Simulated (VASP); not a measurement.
Write the native input for VASP 6.6.1 that does the following.

```
Task                   : single point
Functional             : PBE
Dispersion             : D3(BJ)
Potentials or basis    : VASP PAW PBE potentials, release 64 (O, H, C, N)
Cutoff                 : 520 eV
k mesh                 : 1 × 1 × 1
Occupations            : fermi-dirac, width 0.05 eV
Spin                   : no spin polarisation
Dipole correction      : no
Further INCAR settings : LREAL = Auto; ALGO = Normal; EDIFF = 1e-06; NBANDS = 39
```

The structure of H11C2NO4 lies in POSCAR:

```
H11C2NO4
1.0
    5.9154820000      0.0000000000      0.0000000000
    0.0000000000      5.9154820000      0.0000000000
    0.0000000000      0.0000000000      5.9154820000
O H C N
4 11 2 1
Direct
    0.6122747056      0.4645944320      0.4247160248
    0.3261610804      0.1829605770      0.6472845324
    0.4540965554      0.7480032903      0.7998671959
    0.0203871806      0.5051659358      0.7394663698
    0.5397531427      0.4516622652      0.2796052798
    0.5422381473      0.3500475532      0.5288833606
    0.3719223556      0.0464543718      0.7360008872
    0.2597759574      0.1316883392      0.4983025897
    0.2980484092      0.6790655436      0.7855150265
    0.5463798216      0.7035436842      0.6606393190
   -0.0492943770      0.5318586043      0.5872556116
    0.1190942682      0.3839754732      0.6937389041
    0.6577655041      0.9840449181      1.0943994082
    0.7676804697      1.1533464222      0.8764290044
    0.8444789452      0.8741975717      0.8839009230
    0.8155548441      1.0160964060      0.9959458925
    1.0131211624      1.0877220149      1.1306939992
    1.1828621911      1.1096813413      1.2247184591
```

The input as run:

INCAR

```
PREC = Accurate
ENCUT = 520
EDIFF = 1E-6
ISMEAR = -1
SIGMA = 0.05
LREAL = Auto
LASPH = True
NELM = 100
ALGO = Normal
ISIF = 2
LWAVE = False
LCHARG = True
GGA = PE
IVDW = 12
LELF = True
LVHAR = True
NBANDS = 39
```

KPOINTS

```
regular mesh
0
Gamma
  1 1 1
```

Potentials or basis: VASP PAW PBE potentials, release 64 (O, H, C, N).

Command:

```bash
$ cat potpaw_PBE.64/O/POTCAR potpaw_PBE.64/H/POTCAR potpaw_PBE.64/C/POTCAR potpaw_PBE.64/N/POTCAR > POTCAR
$ mpirun -np 1 vasp_gam > vasp.out
```

Results of the run:

The pressure is -1.4 GPa and the largest force is 2.743 eV/Å. The band gap on the k mesh is 5.04 eV and the dispersion energy per atom is -0.037 eV.

Caveat: the k points lie up to 1.06 Å⁻¹ apart.

It took 14 s on 1 thread of Intel(R) Xeon(R) 6975P-C (Granite Rapids), with other jobs on the host, peak memory 0.32 GiB.
